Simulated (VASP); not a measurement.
## NaTlS2: single point with r2SCAN

Crystal: NaTlS2.

```
Na S Tl
1.0
     4.10449    0.00000    0.00000
     0.00000    4.10449    0.00000
     0.00000    0.00000    6.63894
Na S Tl
1 2 1
Direct
  0.00000 0.00000 0.00000
  0.00000 0.50000 0.27087
  0.50000 0.00000 0.72913
  0.50000 0.50000 0.50000
```

```
Program                : VASP 6.6.1
Task                   : single point
Functional             : r2SCAN
Potentials or basis    : VASP PAW PBE potentials, release 64 (Na_pv, S, Tl_d)
Cutoff                 : 520 eV
k mesh                 : 6 × 6 × 4
Occupations            : gaussian, width 0.01 eV
Spin                   : no spin polarisation
Dipole correction      : no
Further INCAR settings : ALGO = Normal; EDIFF = 1e-06; NBANDS = 24
```

```yaml
Pressure: -0.1 GPa
Largest_force: 0.004 eV/Å
Band_gap_on_the_k_mesh: 1.10 eV, direct
```

Forces in eV/Å, atoms in the order of the input:
```
Na   0.000  0.000  0.000
S    0.000  0.000 -0.004
S    0.000  0.000  0.004
Tl   0.000  0.000  0.000
```

Levels at points of the mesh, in eV from the valence-band top:
```
           k point  band 12  band 13  band 14  band 15  band 16  band 17  band 18  band 19  band 20  band 21
(0.00, 0.00, 0.00)    -1.39    -1.39    -0.42     0.00     0.00     1.10     3.97     5.95     7.44     7.44
(0.50, 0.00, 0.00)    -2.32    -1.55    -1.26    -0.93    -0.07     2.49     6.32     6.36     6.92     7.33
(0.50, 0.50, 0.00)    -2.38    -1.68    -1.68    -1.54    -0.92     2.69     4.37     4.37     7.49     8.70
(0.00, 0.00, 0.50)    -1.33    -1.33    -1.25    -0.10    -0.10     2.17     4.00     6.37     7.11     7.80
(0.50, 0.00, 0.50)    -2.69    -1.08    -0.91    -0.71    -0.07     1.79     5.64     6.76     6.97     7.49
(0.50, 0.50, 0.50)    -2.60    -1.77    -1.77    -1.28    -1.23     3.42     5.32     5.32     7.44     7.68
```

Wall time 2.5 min on 1 thread of Intel(R) Xeon(R) Platinum 8488C (Sapphire Rapids) (shared host), peak memory 0.26 GiB.

Caveat: the PAW data sets were made with another functional, which shifts forces and pressure a little; spin-orbit coupling is left out, which moves the levels of the heavy elements. r2SCAN opens gaps a little over a GGA but as a rule still falls short of measured ones.
